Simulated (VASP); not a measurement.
Wanted: the native input for a VASP 6.6.1 run.

| Item | Value |
| --- | --- |
| Task | single point |
| Functional | PBE |
| Potentials or basis | VASP PAW PBE potentials, release 64 (Mo_sv, Se) |
| Cutoff | 520 eV |
| k mesh | 9 × 9 × 6 |
| Occupations | fermi-dirac, width 0.05 eV |
| Spin | no spin polarisation |
| Dipole correction | no |
| Further INCAR settings | ALGO = Normal; EDIFF = 1e-07; NBANDS = 17 |

The structure of MoSe lies in POSCAR:

```
MoSe
1.0
    3.5163405195      0.0000000000      0.0000000000
   -1.7581702648      3.0452402212      0.0000000000
    0.0000000000      0.0000000000      4.4303387197
Mo Se
1 1
Direct
    0.6666666700      0.3333333300      0.0254445500
    0.3333333300      0.6666666700      0.1184304700
```

This cell differs from its parent crystal: volume scaled by 1.04.

These files were run (other wordings do the same):

INCAR

```
SYSTEM = MoSe
ALGO     = Normal         ! electronic algorithm
EDIFF    = 1E-7           ! SCF threshold, eV
ENCUT    = 520            ! plane-wave cutoff, eV
GGA      = PE             ! functional
ISIF     = 2              ! what is computed and relaxed
ISMEAR   = -1             ! smearing method
LASPH    = .TRUE.         ! aspherical terms in the spheres
LCHARG   = .FALSE.        ! write CHGCAR
LREAL    = .FALSE.        ! projectors in reciprocal space
LWAVE    = .FALSE.        ! write WAVECAR
NBANDS   = 17             ! bands
NELM     = 100            ! most SCF steps
PREC     = Accurate       ! precision mode
SIGMA    = 0.05           ! smearing width, eV
```

KPOINTS

```
k-points
0
G
  9 9 6
  0 0 0
```

Potentials or basis: VASP PAW PBE potentials, release 64 (Mo_sv, Se).

Launch:

```bash
$ cat potpaw_PBE.64/Mo_sv/POTCAR potpaw_PBE.64/Se/POTCAR > POTCAR
$ mpirun -np 1 vasp_std > vasp.out
```

It gave:

| Quantity | Value |
| --- | --- |
| Pressure | 59.3 GPa |
| Largest force | 5.406 eV/Å |
| Band gap on the k mesh | zero (band 10 reaches 5.46 eV, above the bottom of band 11 at 5.18 eV) |

Caveat: forces of over 1 eV/Å act on the atoms, so gaps and moduli don't describe the material at rest.

Run time: 77 s on 1 thread of AMD EPYC 7R13, on a shared host, peak memory 0.17 GiB.
